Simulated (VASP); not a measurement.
Input of a VASP 6.6.1 run:

INCAR

```
  PREC = Accurate
  ENCUT = 600
  EDIFF = 1E-6
  ISMEAR = 0
  SIGMA = 0.01
  LREAL = False
  LASPH = True
  NELM = 120
  ALGO = Normal
  ISIF = 2
  LWAVE = False
  LCHARG = False
  GGA = PE
  NBANDS = 11
  GGA_COMPAT = False
```

File KPOINTS:

```
Automatic mesh
0
Gamma
  4 4 4
```

Contents of POSCAR:

```
BeTe
1.0
    0.0000000000      2.7700000000      2.7700000000
    2.7700000000      0.0000000000      2.7700000000
    2.7700000000      2.7700000000      0.0000000000
Be Te
1 1
Direct
    0.0000000000      0.0000000000      0.0000000000
    0.2500000000      0.2500000000      0.2500000000
```

Potentials or basis: VASP PAW PBE potentials, release 64 (Be, Te).

Launch:

```sh
$ cat potpaw_PBE.64/Be/POTCAR potpaw_PBE.64/Te/POTCAR > POTCAR
$ mpirun -np 1 vasp_std > vasp.out
```

Task: Predict the band gap on the k mesh.

Result: 1.84 eV, indirect (least direct gap 3.55 eV).

Task: Predict the pressure.

Result: 5.0 GPa.

Caveat: the k points lie up to 0.49 Å⁻¹ apart; spin-orbit coupling is left out, which moves the levels of the heavy elements. Expect the measured gap to be larger: semilocal functionals such as PBE lack the derivative discontinuity.
